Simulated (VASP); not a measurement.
A run of VASP 6.6.1 is set up as follows.

INCAR

```
PREC = Accurate
ENCUT = 520
EDIFF = 1E-7
ISMEAR = -1
SIGMA = 0.05
LREAL = F
LASPH = T
NELM = 80
ALGO = Normal
ISIF = 2
LWAVE = F
LCHARG = F
GGA = PS
NBANDS = 15
```

Contents of KPOINTS:

```
Automatic mesh
0
Gamma
  13 13 11
```

Contents of POSCAR:

```
HfB2
1.0
    3.1400001005      0.0000000000      0.0000000000
   -1.5700000503      2.7193198549      0.0000000000
    0.0000000000      0.0000000000      3.4104000000
Hf B
1 2
Direct
    0.0000000000      0.0000000000      0.0000000000
    0.3333333333      0.6666666667      0.5000000000
    0.6666666667      0.3333333333      0.5000000000
```

Potentials or basis: VASP PAW PBE potentials, release 64 (Hf_pv, B).

Launch:

```console
$ cat potpaw_PBE.64/Hf_pv/POTCAR potpaw_PBE.64/B/POTCAR > POTCAR
$ mpirun -np 1 vasp_std > vasp.out
```

Predict the pressure.

0.4 GPa.

Predict the band gap on the k mesh.

zero (band 8 reaches 8.33 eV, above the bottom of band 9 at 7.32 eV).

Stress tensor (GPa, compression positive):
```
-1.49  0.00  0.00
 0.00 -1.49  0.00
 0.00  0.00  4.21
```

Caveat: the cell differs from its parent crystal (zz strain of -2 %); the PAW data sets were made with another functional, which shifts forces and pressure a little; spin-orbit coupling is left out, which moves the levels of the heavy elements.
